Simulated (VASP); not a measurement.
# C (R-3m) in VASP: notebook

C is run at these levels: PBE+D3(BJ); tasks: single point.

All numbers are computed with VASP 6.6.1; they aren't measurements. Logs are shortened: lines on timing, memory, paths and dates and some standing lists are left out, and cuts for length are marked.

## (1) The cell of the first run

It takes space group R-3m (No. 166, trigonal). The conventional cell has a = 2.465 Å, b = 2.465 Å, c = 10.083 Å, α = 90.00°, β = 90.00°, γ = 120.00°. C (site symmetry 3m) has 3 C at 1.43 Å within 1.9 Å.

## (2) Single point, PBE+D3(BJ) (mode 4 frozen in at -0.048 Å and mode 6 at +0.000 Å (largest displacements))

File INCAR:

```
SYSTEM = C
PREC = Accurate ; ENCUT = 520
EDIFF = 1E-7 ; ISMEAR = 0
SIGMA = 0.05 ; LREAL = .FALSE.
LASPH = .TRUE. ; NELM = 60
ALGO = Normal ; ISIF = 2
LWAVE = .FALSE. ; LCHARG = .FALSE.
GGA = PE ; IVDW = 12
NBANDS = 11
```

File KPOINTS:

```
regular mesh
0
G
  15 15 15
  0 0 0
```

File POSCAR:

```
C
1.0
    1.2324809262      0.7115731945      3.3609366220
   -1.2324809262      0.7115731945      3.3609366220
    0.0000000000     -1.4231463891      3.3609366220
C
2
Direct
    0.1618846295      0.1618846295      0.1618846295
    0.8381153705      0.8381153705      0.8381153705
```

Potentials or basis: VASP PAW PBE potentials, release 64 (C).

The run is started by

```sh
> cat potpaw_PBE.64/C/POTCAR > POTCAR
> mpirun -np 1 vasp_std > vasp.out
```

OUTCAR:

```text
SYSTEM = C
   PREC = Accurate
   ENCUT = 520
   EDIFF = 1E-7
   ISMEAR = 0
   LREAL = .FALSE.
   LASPH = .TRUE.
   NELM = 60
   ISIF = 2
   GGA = PE
   IVDW = 12
 IVDW          = 12

 ion  position               nearest neighbor table
   1  0.162  0.162  0.162-   2 1.43   2 1.43   2 1.43
   2  0.838  0.838  0.838-   1 1.43   1 1.43   1 1.43

  LATTYP: Found a trigonal (rhomboedric) cell.
 ALAT       =     3.6498274783
 COS(alpha) =     0.7719417768

  Lattice vectors:

 A1 = (   1.2324809262,   0.7115731945,   3.3609366220)
 A2 = (  -1.2324809262,   0.7115731945,   3.3609366220)
 A3 = (   0.0000000000,  -1.4231463891,   3.3609366220)

Analysis of symmetry for initial positions (statically):
=====================================================================
 Subroutine PRICEL returns:
 Original cell was already a primitive cell.

 Routine SETGRP: Setting up the symmetry group for a
 trigonal (rhombohedral) supercell.

 Subroutine GETGRP returns: Found 12 space group operations
 (whereof 12 operations were pure point group operations)
 out of a pool of 12 trial point group operations.

The static configuration has the point symmetry D_3d.

Analysis of symmetry for dynamics (positions and initial velocities):
=====================================================================
 Subroutine PRICEL returns:
 Original cell was already a primitive cell.

 Routine SETGRP: Setting up the symmetry group for a
 trigonal (rhombohedral) supercell.

 Subroutine GETGRP returns: Found 12 space group operations
 (whereof 12 operations were pure point group operations)
 out of a pool of 12 trial point group operations.

The dynamic configuration has the point symmetry D_3d.

 Subroutine INISYM returns: Found 12 space group operations
 (whereof 12 operations are pure point group operations),
 and found     1 'primitive' translations

----------------------------------------------------------------------------------------

                                     Primitive cell

  volume of cell :      17.6853

  direct lattice vectors                    reciprocal lattice vectors
     1.232480926  0.711573195  3.360936622     0.405685791  0.234222801  0.099178702
    -1.232480926  0.711573195  3.360936622    -0.405685791  0.234222801  0.099178702
     0.000000000 -1.423146389  3.360936622     0.000000000 -0.468445602  0.099178702

  length of vectors
     3.649827478  3.649827478  3.649827478     0.478829507  0.478829507  0.478829507

  position of ions in fractional coordinates (direct lattice)
     0.161884630  0.161884630  0.161884630
     0.838115370  0.838115370  0.838115370

  ion indices of the primitive-cell ions
   primitive index   ion index
                 1           1
                 2           2

----------------------------------------------------------------------------------------

 KPOINTS: regular mesh

Automatic generation of k-mesh.
 Grid dimensions read from file:
 generate k-points for:   15   15   15

 Generating k-lattice:

  Cartesian coordinates                     Fractional coordinates (reciprocal lattice)
     0.027045719  0.015614853  0.006611913     0.066666667  0.000000000  0.000000000
    -0.027045719  0.015614853  0.006611913     0.000000000  0.066666667  0.000000000
     0.000000000 -0.031229707  0.006611913    -0.000000000 -0.000000000  0.066666667

  Length of vectors
     0.031921967  0.031921967  0.031921967

  Shift w.r.t. Gamma in fractional coordinates (k-lattice)
     0.000000000  0.000000000  0.000000000

 Subroutine IBZKPT returns following result:
 ===========================================

 Found    344 irreducible k-points:

 Following reciprocal coordinates:
            Coordinates               Weight
  0.000000  0.000000  0.000000      1.000000
  0.066667  0.000000  0.000000      6.000000
  0.133333  0.000000  0.000000      6.000000
  0.200000  0.000000  0.000000      6.000000
  0.266667  0.000000  0.000000      6.000000
  0.333333 -0.000000 -0.000000      6.000000
[... 16 lines left out ...]
  0.133333  0.133333  0.000000      6.000000
  0.200000  0.133333 -0.000000     12.000000
 [... further k-points ...]
   k-points           NKPTS =    344   k-points in BZ     NKDIM =    344   number of bands    NBANDS=     11
   number of dos      NEDOS =    301   number of ions     NIONS =      2
   total plane-waves  NPLWV =  21952
   dimension x,y,z NGX =    28 NGY =   28 NGZ =   28
   dimension x,y,z NGXF=    56 NGYF=   56 NGZF=   56
   ions per type =               2
   NGX,Y,Z   is equivalent  to a cutoff of  12.75, 12.75, 12.75 a.u.
   NGXF,Y,Z  is equivalent  to a cutoff of  25.51, 25.51, 25.51 a.u.
 SYSTEM =  C
   PREC   = accura    normal or accurate (medium, high low for compatibility)
   ISTART =      0    job   : 0-new  1-cont  2-samecut
   ICHARG =      2    charge: 1-file 2-atom 10-const
   ISPIN  =      1    spin polarized calculation?
   LNONCOLLINEAR =      F non collinear calculations
   LSORBIT =      F    spin-orbit coupling
   LASPH  =      T    aspherical Exc in radial PAW
   ENCUT  =  520.0 eV  38.22 Ry    6.18 a.u.   6.79  6.79  6.79*2*pi/ulx,y,z
   NELM   =     60;   NELMIN=  2; NELMDL= -5     # of ELM steps
   EDIFF  = 0.1E-06   stopping-criterion for ELM
   LREAL  =      F    real-space projection
   EDIFFG = 0.1E-05   stopping-criterion for IOM
   NSW    =      0    number of steps for IOM
   IBRION =     -1    ionic relax: 0-MD 1-quasi-New 2-CG
   NFREE  =      0    steps in history (QN), initial steepest desc. (CG)
   ISIF   =      2    stress and relaxation
   ISYM   =      2    0-nonsym 1-usesym 2-fastsym
   POTIM  = 0.5000    time-step for ionic-motion
   TEBEG  =    0.0;   TEEND  =   0.0 temperature during run
   PSTRESS=    0.0 pullay stress
   NELECT =       8.0000    total number of electrons
   NUPDOWN=      -1.0000    fix difference up-down
   EMIN   =  10.00;   EMAX   =-10.00  energy-range for DOS
   EFERMI =   0.00;   METHOD = LEGACY
   ISMEAR =     0;   SIGMA  =   0.05  broadening in eV -4-tet -1-fermi 0-gaus
   EFERMI_NEDOS =   21; number of points for ismear=-14 and -15
   IALGO  =     38    algorithm
   IMIX   =      4    mixing-type and parameters
     AMIX     =   0.40;   BMIX     =  1.00
     AMIX_MAG =   1.60;   BMIX_MAG =  1.00
  volume/ion in A,a.u.               =       8.84        59.67
  Fermi-wavevector in a.u.,A,eV,Ry     =   1.256708  2.374834 21.487884  1.579315
  Thomas-Fermi vector in A             =   2.390403
   LORBIT       =      0    0 simple, 1 ext, 2 COOP (PROOUT), +10 PAW based schemes
   GGA     = PE    functional components
   LHFCALC =     F    Hartree Fock is set to
   AEXX    =    0.0000 exact exchange contribution
   IVDW    =    12    specifies the selected vdW correction
   LEPSILON=     F    determine dielectric tensor
   LRPA    =     F    only Hartree local field effects (RPA)
 non-spin polarized calculation
 Gauss-broadening in eV      SIGMA  =   0.05
  energy-cutoff  :      520.00
  volume of cell :       17.69
 maximum number of plane-waves:       490
   NGX = 13   NGY = 13   NGZ = 13

 number of electron       8.0000000 magnetization

 Free energy of the ion-electron system (eV)
  ---------------------------------------------------
  ext. energy  EPLUGINS =         0.00000000
  ---------------------------------------------------
  free energy    TOTEN  =       -18.34844586 eV

  energy without entropy =      -18.34844586  energy(sigma->0) =      -18.34844586

 E-fermi :   4.4458     XC(G=0): -10.3220

 val. band max:        4.2423857415   @ k =  -0.3333   0.3333   0.0000
 cond. band min:       5.0558621600   @ k =  -0.3333   0.3333   0.0000
 fundamental gap:      0.8134764185
 Fermi energy:         4.4458200197

 k-point     1 :       0.0000    0.0000    0.0000
  band No.  band energies     occupation
      1     -14.9673      2.00000
      2      -1.8558      2.00000
      3       1.7429      2.00000
      4       1.7429      2.00000
      5       8.7102      0.00000
      6      13.0178      0.00000
      7      13.0178      0.00000
      8      16.1668      0.00000
      9      17.2810      0.00000
     10      27.3825      0.00000
     11      30.4834      0.00000

 k-point     2 :       0.0667    0.0000    0.0000
  band No.  band energies     occupation
      1     -14.8597      2.00000
      2      -1.7485      2.00000
      3       1.3168      2.00000
      4       1.5216      2.00000
      5       8.8526      0.00000
      6      13.0732      0.00000
      7      13.4638      0.00000
      8      15.8106      0.00000
      9      17.4738      0.00000
     10      27.7198      0.00000
     11      29.6270      0.00000

 k-point     3 :       0.1333    0.0000    0.0000
  band No.  band energies     occupation
      1     -14.5377      2.00000
      2      -1.4304      2.00000
      3       0.1871      2.00000
      4       0.9607      2.00000
      5       9.2679      0.00000
      6      13.0978      0.00000
      7      14.6890      0.00000
      8      14.8545      0.00000
      9      18.0877      0.00000
     10      27.5940      0.00000
     11      28.5921      0.00000

 k-point     4 :       0.2000    0.0000    0.0000
  band No.  band energies     occupation
      1     -14.0039      2.00000
      2      -1.4130      2.00000
      3      -0.8541      2.00000
      4       0.2596      2.00000
      5       9.8790      0.00000
      6      12.9161      0.00000
      7      13.6099      0.00000
      8      16.4608      0.00000
      9      19.0516      0.00000
     10      25.6549      0.00000
     11      27.9051      0.00000

 k-point     5 :       0.2667    0.0000    0.0000
  band No.  band energies     occupation
      1     -13.2635      2.00000
      2      -3.1322      2.00000
      3      -0.4227      2.00000
      4      -0.1457      2.00000
      5      10.1940      0.00000
      6      12.4582      0.00000
      7      12.8834      0.00000
      8      18.5455      0.00000
      9      20.0153      0.00000
     10      24.2420      0.00000
     11      26.7504      0.00000
[... 211 lines left out ...]
 k-point    21 :      -0.1333    0.0667   -0.0000
  band No.  band energies     occupation
      1     -14.2247      2.00000
      2      -1.0748      2.00000
      3      -0.6217      2.00000
      4       0.3520      2.00000
      5       9.5252      0.00000
      6      13.2909      0.00000
      7      14.0855      0.00000
      8      15.3100      0.00000
      9      18.8526      0.00000
     10      25.6585      0.00000
     11      29.2682      0.00000

 k-point    22 :      -0.0667    0.0667    0.0000
  band No.  band energies     occupation
      1     -14.6488      2.00000
      2      -1.5002      2.00000
      3       0.5951      2.00000
      4       1.0753      2.00000
      5       9.0613      0.00000
      6      13.2403      0.00000
      7      14.1358      0.00000
      8      15.1518      0.00000
      9      17.9127      0.00000
     10      27.8224      0.00000
     11      28.3364      0.00000

 k-point    23 :       0.1333    0.1333    0.0000
  band No.  band energies     occupation
      1     -14.5221      2.00000
      2      -1.5651      2.00000
      3       0.2009      2.00000
      4       0.9478      2.00000
      5       9.5510      0.00000
      6      13.0711      0.00000
      7      14.6917      0.00000
      8      14.8114      0.00000
      9      18.1121      0.00000
     10      27.1921      0.00000
     11      28.6675      0.00000

 k-point    24 :       0.2000    0.1333   -0.0000
  band No.  band energies     occupation
      1     -14.1944      2.00000
      2      -1.3185      2.00000
      3      -0.6294      2.00000
      4       0.3389      2.00000
      5      10.0665      0.00000
      6      13.2803      0.00000
      7      14.0440      0.00000
      8      15.3140      0.00000
      9      18.8798      0.00000
     10      25.5979      0.00000
     11      29.3029      0.00000

 [... further k-points ...]

------------------------ aborting loop because EDIFF is reached ----------------------------------------

 Edisp (eV)   -0.31209

 E8    (eV) :    -0.0884

  FORCE on cell =-STRESS in cart. coord.  units (eV):
  Direction    XX          YY          ZZ          XY          YZ          ZX
  --------------------------------------------------------------------------------------
  -------------------------------------------------------------------------------------
  Total       0.07714     0.07714    -0.18744     0.00000     0.00000     0.00000
  in kB       6.98830     6.98830   -16.98061     0.00000     0.00000     0.00000
  external pressure =       -1.00 kB  Pullay stress =        0.00 kB

 VOLUME and BASIS-vectors are now :
 -----------------------------------------------------------------------------
  energy-cutoff  :      520.00
  volume of cell :       17.69
      direct lattice vectors                 reciprocal lattice vectors
     1.232480926  0.711573195  3.360936622     0.405685791  0.234222801  0.099178702
    -1.232480926  0.711573195  3.360936622    -0.405685791  0.234222801  0.099178702
     0.000000000 -1.423146389  3.360936622     0.000000000 -0.468445602  0.099178702

 POSITION                                       TOTAL-FORCE (eV/Angst)
 -----------------------------------------------------------------------------------
      0.00000     -0.00000      1.63225         0.000000     -0.000000      1.569747
      0.00000     -0.00000      8.45056         0.000000      0.000000     -1.569747
 -----------------------------------------------------------------------------------
    total drift:                                0.000000     -0.000000      0.000000

  FREE ENERGIE OF THE ION-ELECTRON SYSTEM (eV)
  ---------------------------------------------------
  free  energy   TOTEN  =       -18.6605381853 eV

  energy  without entropy=      -18.6605381853  energy(sigma->0) =      -18.66053819
```

Wall time 75 s (1 thread of AMD EPYC 7R13, shared host); peak memory 0.2 GiB.

What came out:

| Item | Value |
| --- | --- |
| Free energy | -18.6605 eV |
| Pressure | -0.1 GPa |
| Largest force | 1.570 eV/Å |
| Band gap on the k mesh | 0.81 eV, direct |
| Dispersion energy per atom | -0.156 eV |

Forces on the atoms (eV/Å):
```
C    0.000  0.000  1.570
C    0.000  0.000 -1.570
```

Levels at points of the mesh, in eV from the valence-band top:
```csv
k point,band 1,band 2,band 3,band 4,band 5,band 6,band 7,band 8,band 9
"(0.00, 0.00, 0.00)",-19.21,-6.10,-2.50,-2.50,4.47,8.78,8.78,11.92,13.04
```

Caveat: the cell differs from its parent crystal (mode 4 frozen in at -0.048 Å and mode 6 at +0.000 Å (largest displacements)); forces of over 1 eV/Å act on the atoms, so gaps and moduli don't describe the material at rest. A k mesh can miss the band edges.

## (3) Single point, PBE+D3(BJ) (mode 4 frozen in at +0.048 Å and mode 6 at +0.000 Å (largest displacements))

File INCAR:

```
ALGO = Normal
EDIFF = 1E-7
ENCUT = 520
GGA = PE
ISIF = 2
ISMEAR = 0
IVDW = 12
LASPH = True
LCHARG = True
LELF = True
LREAL = False
LVHAR = True
LWAVE = False
NBANDS = 11
NELM = 60
PREC = Accurate
SIGMA = 0.05
```

File KPOINTS:

```
k-points
0
Gamma
  15 15 15
```

File POSCAR:

```
C
1.0
    1.2324809262      0.7115731945      3.3609366220
   -1.2324809262      0.7115731945      3.3609366220
    0.0000000000     -1.4231463891      3.3609366220
C
2
Direct
    0.1713066063      0.1713066063      0.1713066063
    0.8286933937      0.8286933937      0.8286933937
```

Potentials or basis: VASP PAW PBE potentials, release 64 (C).

The run is started by

```sh
> cat potpaw_PBE.64/C/POTCAR > POTCAR
> mpirun -np 1 vasp_std > vasp.out
```

Wall time 90 s (1 thread of AMD EPYC 7R13, shared host); peak memory 0.2 GiB.

Results (log left out):

- Free energy: -18.6608 eV
- Pressure: 0.0 GPa
- Largest force: 1.572 eV/Å
- Band gap on the k mesh: 0.51 eV, direct
- Dispersion energy per atom: -0.156 eV

Forces in eV/Å, atoms in the order of the input:
```
C    0.000  0.000 -1.572
C    0.000  0.000  1.572
```

Stress tensor (GPa, compression positive):
```
 0.61  0.00  0.00
 0.00  0.61  0.00
 0.00  0.00 -1.30
```

Levels at points of the mesh, in eV from the valence-band top:
```tsv
k point	band 1	band 2	band 3	band 4	band 5	band 6	band 7	band 8	band 9
(0.00, 0.00, 0.00)	-19.35	-6.25	-2.65	-2.65	4.34	8.66	8.66	11.81	12.89
```

Caveat: the cell differs from its parent crystal (mode 4 frozen in at +0.048 Å and mode 6 at +0.000 Å (largest displacements)); forces of over 1 eV/Å act on the atoms, so gaps and moduli don't describe the material at rest. A k mesh can miss the band edges.
